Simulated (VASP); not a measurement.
# Mg5Se (Cmmm) in VASP: notebook, part 2 of 2

VASP 6.6.1. Earlier steps stand in the parts before.

## Step 4: Single point, PBE

This run uses another cell than the first one, of 28.61 Å³/atom.

INCAR

```
ALGO = Normal
EDIFF = 1E-7
ENCUT = 520
GGA = PE
ISIF = 2
ISMEAR = 0
LASPH = T
LCHARG = T
LELF = T
LREAL = F
LVHAR = T
LWAVE = F
NBANDS = 17
NELM = 60
PREC = Accurate
SIGMA = 0.1
```

KPOINTS

```
k-points
0
Gamma
  4 4 4
```

POSCAR

```
Mg5Se
1.0
    2.7398817674     -4.2571809970      0.0000000000
    2.7398817674      4.2571809970      0.0000000000
    0.0000000000      0.0000000000      7.3588730601
Mg Se
5 1
Direct
    0.8248956160      0.1751043840      0.2961635311
    0.1751043840      0.8248956160      0.2961635311
    0.8248956160      0.1751043840      0.7038364689
    0.1751043840      0.8248956160      0.7038364689
    0.5000000000      0.5000000000      0.5000000000
    0.0000000000      0.0000000000      0.0000000000
```

Potentials or basis: VASP PAW PBE potentials, release 64 (Mg, Se).

Command:

```console
cat potpaw_PBE.64/Mg/POTCAR potpaw_PBE.64/Se/POTCAR > POTCAR
mpirun -np 1 vasp_std > vasp.out
```

OUTCAR:

```text
EDIFF = 1E-7
   ENCUT = 520
   GGA = PE
   ISIF = 2
   ISMEAR = 0
   LASPH = T
   LREAL = F
   NELM = 60
   PREC = Accurate

 ion  position               nearest neighbor table
   1  0.825  0.175  0.296-   6 2.64   2 2.98   3 3.00   2 3.02   2 3.02   5 3.15   5 3.46   5 3.46

   2  0.175  0.825  0.296-   6 2.64   1 2.98   4 3.00   1 3.02   1 3.02   5 3.15   5 3.46   5 3.46

   3  0.825  0.175  0.704-   6 2.64   4 2.98   1 3.00   4 3.02   4 3.02   5 3.15   5 3.46   5 3.46

   4  0.175  0.825  0.704-   6 2.64   3 2.98   2 3.00   3 3.02   3 3.02   5 3.15   5 3.46   5 3.46

   5  0.500  0.500  0.500-   1 3.15   2 3.15   3 3.15   4 3.15   2 3.46   4 3.46   1 3.46   3 3.46
                             2 3.46   4 3.46   1 3.46   3 3.46
   6  0.000  0.000  0.000-   1 2.64   2 2.64   3 2.64   4 2.64

  LATTYP: Found a base centered orthorhombic cell.
 ALAT       =     5.4797635348
 B/A-ratio  =     1.5537827390
 C/A-ratio  =     1.3429179952

  Lattice vectors:

 A1 = (   2.7398817674,  -4.2571809970,   0.0000000000)
[... 185 lines left out ...]
 cond. band min:       1.6393851177   @ k =   0.2500   0.0000   0.2500
 fundamental gap:      0.0295402055
 Fermi energy:         1.6337580905

 k-point     1 :       0.0000    0.0000    0.0000
  band No.  band energies     occupation
      1     -11.2961      2.00000
      2      -3.9664      2.00000
      3      -3.3823      2.00000
      4      -1.2962      2.00000
      5      -0.3926      2.00000
      6       0.8228      2.00000
[... 397 lines left out ...]
      4      -2.3398      2.00000
      5      -0.8133      2.00000
      6      -0.6133      2.00000
[... 9 lines left out ...]
     16       7.3779      0.00000
     17       7.3801      0.00000

------------------------ aborting loop because EDIFF is reached ----------------------------------------

  FORCE on cell =-STRESS in cart. coord.  units (eV):
  Direction    XX          YY          ZZ          XY          YZ          ZX
  --------------------------------------------------------------------------------------
  -------------------------------------------------------------------------------------
  Total       -0.1197071      0.0904447     -0.1397360     -0.0000000      0.0000000      0.0000000
  in kB       -1.1172114      0.8441091     -1.3041386     -0.0000000      0.0000000      0.0000000
  external PRESSURE =      -0.5257470 kB  Pullay stress =       0.0000000 kB

 VOLUME and BASIS-vectors are now :
 -----------------------------------------------------------------------------
  energy-cutoff  :      520.00
  volume of cell :      171.67
      direct lattice vectors                 reciprocal lattice vectors
     2.739881767 -4.257180997  0.000000000     0.182489626 -0.117448612  0.000000000
     2.739881767  4.257180997  0.000000000     0.182489626  0.117448612  0.000000000
     0.000000000  0.000000000  7.358873060     0.000000000  0.000000000  0.135890372

 POSITION                                       TOTAL-FORCE (eV/Angst)
 -----------------------------------------------------------------------------------
      2.73988     -2.76628      2.17943        -0.000000     -0.023595      0.007806
      2.73988      2.76628      2.17943        -0.000000      0.023595      0.007806
      2.73988     -2.76628      5.17944        -0.000000     -0.023595     -0.007806
      2.73988      2.76628      5.17944        -0.000000      0.023595     -0.007806
      2.73988      0.00000      3.67944         0.000000      0.000000      0.000000
      0.00000      0.00000      0.00000        -0.000000      0.000000      0.000000
 -----------------------------------------------------------------------------------
    total drift:                               -0.000000     -0.000000     -0.000000

  FREE ENERGIE OF THE ION-ELECTRON SYSTEM (eV)
  ---------------------------------------------------
  free  energy   TOTEN  =       -11.2149729214 eV

  energy  without entropy=      -11.1970308475  energy(sigma->0) =      -11.20600188
```

stdout:

```text
POSCAR found type information on POSCAR MgSe
 POSCAR found :  2 types and       6 ions
 scaLAPACK will be used
 LDA part: xc-table for (Slater+PW92), standard interpolation
 POSCAR, INCAR and KPOINTS ok, starting setup
 FFT: planning ... GRIDC
 FFT: planning ... GRID_SOFT
 FFT: planning ... GRID
 WAVECAR not read
 entering main loop
```

Wall time 39 s (1 thread of Intel Xeon 6975P-C (Granite Rapids), shared host); peak memory 0.3 GiB.

What came out:

| Item | Value |
| --- | --- |
| Free energy | -11.2150 eV |
| Pressure | -0.1 GPa |
| Largest force | 0.025 eV/Å |
| Band gap on the k mesh | zero (bands 8 and 9 overlap by 1.57 eV) |

Forces in eV/Å, atoms in the order of the input:
```
Mg   0.000 -0.024  0.008
Mg   0.000  0.024  0.008
Mg   0.000 -0.024 -0.008
Mg   0.000  0.024 -0.008
Mg   0.000  0.000  0.000
Se   0.000  0.000  0.000
```

Levels at points of the mesh, in eV from the Fermi level:
| k point | band 4 | band 5 | band 6 | band 7 | band 8 | band 9 | band 10 | band 11 | band 12 | band 13 |
| --- | --- | --- | --- | --- | --- | --- | --- | --- | --- | --- |
| (0.00, 0.00, 0.00) | -2.93 | -2.03 | -0.81 | 0.05 | 0.42 | 0.97 | 1.40 | 1.61 | 2.60 | 2.68 |
| (0.50, 0.00, 0.00) | -3.94 | -3.00 | -2.12 | -1.24 | -0.48 | 0.42 | 0.79 | 1.78 | 2.77 | 3.32 |
| (0.50, 0.50, 0.00) | -3.28 | -2.84 | -2.60 | -1.44 | -0.70 | -0.43 | 0.99 | 1.16 | 3.03 | 3.36 |
| (0.00, 0.00, 0.50) | -2.91 | -2.73 | -1.99 | 0.60 | 0.96 | 1.03 | 1.16 | 1.79 | 1.94 | 2.24 |
| (0.50, 0.00, 0.50) | -3.80 | -2.62 | -2.47 | -1.14 | -0.09 | 0.16 | 0.39 | 1.52 | 2.32 | 3.86 |
| (0.50, 0.50, 0.50) | -3.97 | -2.45 | -2.25 | -1.05 | -0.34 | -0.28 | 0.03 | 1.79 | 1.95 | 2.26 |

## Step 5: Relaxation of cell and atoms, PBE

INCAR

```
SYSTEM = Mg5Se
  PREC = Accurate
  ENCUT = 600
  EDIFF = 1E-6
  ISMEAR = 0
  SIGMA = 0.1
  LREAL = .FALSE.
  LASPH = .TRUE.
  NELM = 80
  ALGO = Normal
  ISIF = 3
  LWAVE = .FALSE.
  LCHARG = .FALSE.
  GGA = PE
  IBRION = 2
  NSW = 90
  EDIFFG = -0.04
```

KPOINTS

```
Automatic mesh
0
G
  4 4 2
  0 0 0
```

POSCAR

```
Mg5Se
1.0
    2.6903534400     -2.7388131200      0.0000000000
    2.6903534400      2.7388131200      0.0000000000
    0.0000000000      0.0000000000      9.1563140700
Mg Se
5 1
Direct
    0.2745992100      0.2745992100      0.1708093000
    0.7254007900      0.7254007900      0.1708093000
    0.2745992100      0.2745992100      0.8291907000
    0.7254007900      0.7254007900      0.8291907000
    0.5000000000      0.5000000000      0.5000000000
    0.0000000000      0.0000000000      0.0000000000
```

Command:

```console
cat potpaw_PBE.64/Mg/POTCAR potpaw_PBE.64/Se/POTCAR > POTCAR
mpirun -np 1 vasp_std > vasp.out
```

Wall time 9.1 min (1 thread of Intel Xeon 6975P-C (Granite Rapids), shared host); peak memory 0.29 GiB.

The run converged. Its results:

```
Free energy                           : -11.2841 eV
Relaxed volume                        : 28.28 Å³/atom
Relaxed cell                          : a = 5.066 Å, b = 5.066 Å, c = 7.350 Å, α = 90.00°, β = 90.00°, γ = 64.07°
Space group after relaxing (to 0.1 Å) : Cmmm (No. 65)
Energy gained by relaxing             : 1027.4 meV/atom
Ionic steps                           : 46
Pressure after relaxing               : 0.0 GPa
Largest force after relaxing          : 0.034 eV/Å
Band gap on the k mesh                : zero (bands 8 and 9 overlap by 1.38 eV)
```

Forces in eV/Å, atoms in the order of the input:
```
Mg  -0.032  0.000 -0.011
Mg   0.032  0.000 -0.011
Mg  -0.032  0.000  0.011
Mg   0.032  0.000  0.011
Mg   0.000  0.000  0.000
Se   0.000  0.000  0.000
```

Stress tensor (GPa, compression positive):
```
 0.15  0.00  0.00
 0.00 -0.06  0.00
 0.00  0.00  0.04
```

Step by step:
```csv
step,energy change (eV),largest force (eV/Å),pressure (GPa),volume (Å³)
1,0.0000,4.0472,23.09,134.93
3,-4.4330,0.6831,0.45,191.73
5,-4.4396,0.6647,0.09,194.47
7,-4.6078,0.3720,-0.32,196.31
9,-4.6614,0.3841,-0.31,194.11
11,-5.0659,0.3397,0.38,173.57
13,-5.0742,0.3388,0.84,169.95
15,-5.0899,0.2946,1.25,166.48
17,-5.1539,0.2565,0.43,169.04
19,-5.2175,0.0648,-0.04,174.71
21,-5.2269,0.1106,-0.02,175.64
23,-5.2492,0.2517,1.35,168.68
25,-5.2556,0.2628,1.36,168.64
27,-5.2841,0.3084,1.47,168.38
29,-5.3349,0.5113,2.06,166.06
31,-5.4533,0.6484,0.60,173.42
33,-5.5093,0.6563,-0.04,176.63
35,-5.8096,0.4025,-1.33,185.84
37,-5.8588,0.3500,-1.62,190.03
39,-6.0375,0.4991,-0.51,180.05
41,-6.1101,0.3640,-0.36,176.39
43,-6.1567,0.0518,-0.39,172.35
45,-6.1633,0.0402,0.09,169.39
46,-6.1642,0.0343,0.04,169.69
```

Final structure:
```xyz
6
Lattice="4.2950 -2.6875 0.0000 4.2950 2.6875 0.0000 0.0000 0.0000 7.3504" Properties=species:S:1:pos:R:3 pbc="T T T"
Mg    1.4773    0.0000    2.1871
Mg    7.1126    0.0000    2.1871
Mg    1.4773    0.0000    5.1633
Mg    7.1126    0.0000    5.1633
Mg    4.2950    0.0000    3.6752
Se    0.0000    0.0000    0.0000
```

Levels at points of the mesh, in eV from the Fermi level:
| k point | band 6 | band 7 | band 8 | band 9 | band 10 | band 11 |
| --- | --- | --- | --- | --- | --- | --- |
| (0.00, 0.00, 0.00) | -0.84 | 0.00 | 0.45 | 1.05 | 1.39 | 1.58 |
| (0.50, 0.00, 0.00) | -2.17 | -1.25 | -0.59 | 0.38 | 0.67 | 1.77 |
| (0.50, 0.50, 0.00) | -2.58 | -1.52 | -0.55 | -0.41 | 0.99 | 1.24 |
| (0.00, 0.00, 0.50) | -2.01 | 0.62 | 0.97 | 1.07 | 1.13 | 1.75 |
| (0.50, 0.00, 0.50) | -2.52 | -1.16 | -0.22 | 0.15 | 0.26 | 1.46 |
| (0.50, 0.50, 0.50) | -2.32 | -1.01 | -0.36 | -0.23 | -0.04 | 2.09 |

Caveat: the k points lie up to 0.43 Å⁻¹ apart in the final cell, too coarse for converged energies and pressures of a metal; the volume moved by over 15 % at a fixed basis, so the end points are rough.

## Step 6: Single point, PBE

This run uses another cell than the first one, of 28.31 Å³/atom.

INCAR

```
ALGO     = Normal         # electronic algorithm
EDIFF    = 1E-6           # SCF threshold, eV
ENCUT    = 520            # plane-wave cutoff, eV
GGA      = PE             # functional
ISIF     = 2              # what is computed and relaxed
ISMEAR   = 0              # smearing method
LASPH    = T              # aspherical terms in the spheres
LCHARG   = T              # write CHGCAR
LELF     = T              # ELF
LREAL    = F              # projectors in reciprocal space
LVHAR    = T            
LWAVE    = F              # write WAVECAR
NBANDS   = 17             # bands
NELM     = 100            # most SCF steps
PREC     = Accurate       # precision mode
SIGMA    = 0.1            # smearing width, eV
```

KPOINTS

```
k-points
0
Gamma
  8 8 6
```

POSCAR

```
Mg5Se
1.0
    2.5709569421     -4.5090695627      0.0000000000
    2.5709569421      4.5090695627      0.0000000000
    0.0000000000      0.0000000000      7.3259851280
Mg Se
5 1
Direct
    0.8329044820      0.1670955180      0.2948346320
    0.1670955180      0.8329044820      0.2948346320
    0.8329044820      0.1670955180      0.7051653680
    0.1670955180      0.8329044820      0.7051653680
    0.5000000000      0.5000000000      0.5000000000
    0.0000000000      0.0000000000      0.0000000000
```

Potentials or basis: VASP PAW PBE potentials, release 64 (Mg, Se).

Command:

```console
cat potpaw_PBE.64/Mg/POTCAR potpaw_PBE.64/Se/POTCAR > POTCAR
mpirun -np 1 vasp_std > vasp.out
```

It took 1.9 min on 1 thread of Intel Xeon 6975P-C (Granite Rapids), shared host; peak memory 0.44 GiB.

Results (log left out):

- Free energy: -11.3373 eV
- Pressure: -0.1 GPa
- Largest force: 0.006 eV/Å
- Band gap on the k mesh: zero (bands 8 and 9 overlap by 1.27 eV)

Forces in eV/Å, atoms in the order of the input:
```
Mg   0.000 -0.002  0.006
Mg   0.000  0.002  0.006
Mg   0.000 -0.002 -0.006
Mg   0.000  0.002 -0.006
Mg   0.000  0.000  0.000
Se   0.000  0.000  0.000
```

Levels at points of the mesh, in eV from the Fermi level:
```csv
k point,band 5,band 6,band 7,band 8,band 9,band 10,band 11,band 12
"(0.00, 0.00, 0.00)",-1.96,-0.82,-0.19,0.73,1.26,1.37,1.68,2.11
"(0.50, 0.00, 0.00)",-3.03,-2.11,-1.14,-0.79,0.35,0.37,1.76,2.45
"(0.50, 0.50, 0.00)",-2.90,-2.36,-1.64,-0.08,0.08,1.09,1.62,2.73
"(0.00, 0.00, 0.50)",-2.77,-1.92,0.77,0.91,1.23,1.26,1.54,1.79
"(0.50, 0.00, 0.50)",-2.60,-2.57,-1.13,-0.39,-0.07,0.25,1.33,2.45
"(0.50, 0.50, 0.50)",-2.35,-2.25,-0.63,-0.45,-0.16,0.35,1.68,2.53
```

## Step 7: Summary

| task | cell | k mesh | cutoff (eV) | gap on the mesh (eV) | pressure (GPa) | largest force (eV/Å) |
| --- | --- | --- | --- | --- | --- | --- |
| single point | a = 3.839, b = 3.839, c = 9.156 Å, angles 90.0, 90.0, 91.0°, 6 atoms, atomic positions A | 4 × 4 × 2 | 520 | none | 23.1 | 4.05 |
| single point | a = 5.046, b = 5.046, c = 7.367 Å, angles 90.0, 90.0, 65.9°, 6 atoms, atomic positions B | 4 × 4 × 2 | 520 | none | 0.0 | 0.02 |
| single point | a = 5.063, b = 5.063, c = 7.359 Å, angles 90.0, 90.0, 114.5°, 6 atoms, atomic positions C | 4 × 4 × 4 | 520 | none | -0.1 | 0.02 |
| relaxation of cell and atoms | relaxed from a = 3.839, b = 3.839, c = 9.156 Å, angles 90.0, 90.0, 91.0°, 6 atoms, atomic positions A | 4 × 4 × 2 | 600 | none | 0.0 | 0.03 |
| single point | a = 5.191, b = 5.191, c = 7.326 Å, angles 90.0, 90.0, 120.6°, 6 atoms, atomic positions D | 8 × 8 × 6 | 520 | none | -0.1 | 0.01 |

Alike in all rows: level PBE; potentials or basis VASP PAW PBE potentials, release 64 (Mg, Se); no spin polarisation; smearing gaussian 0.1 eV.

Caveats: some runs use coarse meshes; forces of over 1 eV/Å act on the atoms, so gaps and moduli don't describe the material at rest (at least some runs); the volume moved by over 15 % at a fixed basis, so the end points are rough (at least some runs).

Total energies depend on the potentials used, so only differences within one code and one set of settings carry meaning.
